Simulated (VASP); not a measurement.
Runs of VASP 6.6.1 on LiH. The structure is that of space group P6_3/mmc (No. 194), or close to it. The cells are those of the table. 

| level | cell | k mesh | smearing | grid for exact exchange (PRECFOCK) | share of exact exchange | screening parameter | gap on the mesh (eV) |
| --- | --- | --- | --- | --- | --- | --- | --- |
| r2SCAN | a = 3.095, b = 3.095, c = 4.144 Å, angles 90.0, 90.0, 120.0°, 4 atoms | 12 × 12 × 6 | gaussian 0.01 eV | - | - | - | 2.71 |
| PBE | a = 3.245, b = 3.245, c = 4.068 Å, angles 90.0, 90.0, 120.0°, 4 atoms | 12 × 12 × 6 | fermi-dirac 0.02 eV | - | - | - | 1.84 |
| r2SCAN | a = 3.245, b = 3.245, c = 4.068 Å, angles 90.0, 90.0, 120.0°, 4 atoms | 12 × 12 × 6 | gaussian 0.01 eV | - | - | - | (b) |
| PBE | a = 3.095, b = 3.095, c = 4.144 Å, angles 90.0, 90.0, 120.0°, 4 atoms | 12 × 12 × 6 | fermi-dirac 0.02 eV | - | - | - | 2.20 |
| HSE06 | a = 3.245, b = 3.245, c = 4.068 Å, angles 90.0, 90.0, 120.0°, 4 atoms | 6 × 6 × 4 | gaussian 0.01 eV | Normal | 0.25 | 0.2079 1/Å | (a) |

Alike in all rows: task single point; potentials or basis VASP PAW PBE potentials, release 64 (Li_sv, H); no spin polarisation; cutoff (eV) 520.

Problem. Estimate the missing entries.

Solution. (a) 2.75; (b) 2.31.

A k mesh can miss the band edges.
